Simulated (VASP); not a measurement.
Br, 1 atom in the cell. It takes space group Pm-3m (No. 221, cubic). The conventional cell has a = 3.060 Å, b = 3.060 Å, c = 3.060 Å, α = 90.00°, β = 90.00°, γ = 90.00°. Br (site symmetry m-3m) has 6 Br at 3.06 Å within 4.0 Å. 

- Program: VASP 6.6.1
- Task: relaxation of cell and atoms
- Functional: PBE
- Potentials or basis: VASP PAW PBE potentials, release 64 (Br)
- Cutoff: 600 eV
- k mesh: 13 × 13 × 13
- Occupations: fermi-dirac, width 0.02 eV
- Spin: no spin polarisation
- Dipole correction: no
- Further INCAR settings: ALGO = Normal; EDIFF = 1e-06; IBRION = 2; EDIFFG = -0.01; NSW = 80; ISIF = 3

Potentials or basis: VASP PAW PBE potentials, release 64 (Br).

The run is started by

```bash
$ cat potpaw_PBE.64/Br/POTCAR > POTCAR
$ mpirun -np 1 vasp_std > vasp.out
```

Hardware: 1 thread of Intel Xeon 8259CL, on a shared host.

Q: How long does it take, and how much memory?

A: Wall time 17 s on 1 thread of Intel Xeon 8259CL (shared host), peak memory 0.15 GiB. Counts: scf iterations 21, k points 84, ion steps 3.
